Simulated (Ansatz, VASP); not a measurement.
CuI: VASP beside Ansatz

```
Cu I
1.0
     0.00000    2.93080    2.93080
     2.93080    0.00000    2.93080
     2.93080    2.93080    0.00000
Cu I
1 1
Direct
  0.00000 0.00000 0.00000
  0.25000 0.25000 0.25000
```

Alike in both runs: task single point; functional LDA; k mesh 8 × 8 × 8; occupations gaussian, width 0.02 eV; no spin polarisation.

|  | VASP | Ansatz |
| --- | --- | --- |
| version | VASP 6.6.1 | Ansatz 0.2.0 |
| potentials or method | VASP PAW LDA potentials, release 64 (Cu, I), cutoff 600 eV | scalar-relativistic, plane waves, PAW |
| valence electrons in the cell | 18 | 36 |

|  | VASP | Ansatz | Ansatz less VASP |
| --- | --- | --- | --- |
| gap on the k mesh at the Fermi level (eV) | 1.29 | 1.22 | -0.062 |
| least direct gap on the mesh (eV) | 1.29 | 1.22 | -0.062 |
| pressure (GPa) | 0.2 | 0.0 | -0.26 |

Ansatz warns that its potentials were made for another functional, while VASP's fit it. LDA's correlation is that of Perdew and Zunger in VASP and of Perdew and Wang (1992) in Ansatz. VASP's potentials hold 18 valence electrons a cell and Ansatz's 36, so a difference there can come from the potentials and not from the codes.

Neither program's run includes spin-orbit coupling.
